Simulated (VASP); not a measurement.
Wanted: the native input for a VASP 6.6.1 run.

```
Task                   : single point
Functional             : r2SCAN
Potentials or basis    : VASP PAW PBE potentials, release 64 (Ti_sv, O)
Cutoff                 : 520 eV
k mesh                 : 12 × 12 × 12
Occupations            : gaussian, width 0.01 eV
Spin                   : no spin polarisation
Dipole correction      : no
Further INCAR settings : ALGO = Normal; EDIFF = 1e-06; NBANDS = 16
```

Crystal: TiO.

```
Ti O
1.0
     3.03100    0.00000    0.00000
    -1.51550    2.62492    0.00000
     0.00000    0.00000    3.23770
Ti O
1 1
Cartesian
  1.5155 0.8750 0.0000
  0.0000 0.0000 1.6188
```

One way to write it, as run:

POSCAR

```
TiO
1.0
    3.0309987015      0.0000000000      0.0000000000
   -1.5154993507      2.6249218743      0.0000000000
    0.0000000000      0.0000000000      3.2377000000
Ti O
1 1
Direct
    0.6666666667      0.3333333333      0.0000000000
    0.0000000000      0.0000000000      0.5000000000
```

INCAR.step1

```
ALGO = Normal
EDIFF = 1E-4
ENCUT = 520
GGA = PE
ISMEAR = 0
LASPH = T
LCHARG = F
LREAL = F
LWAVE = T
NBANDS = 16
NELM = 100
PREC = Accurate
SIGMA = 0.01
```

INCAR.step2

```
ALGO = Normal
EDIFF = 1E-6
ENCUT = 520
ISIF = 2
ISMEAR = 0
ISTART = 1
LASPH = T
LCHARG = F
LMIXTAU = T
LREAL = F
LWAVE = F
METAGGA = R2SCAN
NBANDS = 16
NELM = 100
PREC = Accurate
SIGMA = 0.01
```

KPOINTS

```
k-points
0
Gamma
  12 12 12
```

Potentials or basis: VASP PAW PBE potentials, release 64 (Ti_sv, O).

Launch:

```sh
$ cat potpaw_PBE.64/Ti_sv/POTCAR potpaw_PBE.64/O/POTCAR > POTCAR
$ cp INCAR.step1 INCAR
$ mpirun -np 1 vasp_std > vasp.out
$ cp INCAR.step2 INCAR
$ mpirun -np 1 vasp_std > vasp.out
```

Results of the run:

The pressure is -39.2 GPa. The band gap on the k mesh is 0.17 eV, direct.

Caveat: the PAW data sets were made with another functional, which shifts forces and pressure a little.

It took 98 s on 1 thread of Intel(R) Xeon(R) Platinum 8559C (Emerald Rapids), with other jobs on the host, peak memory 0.18 GiB.
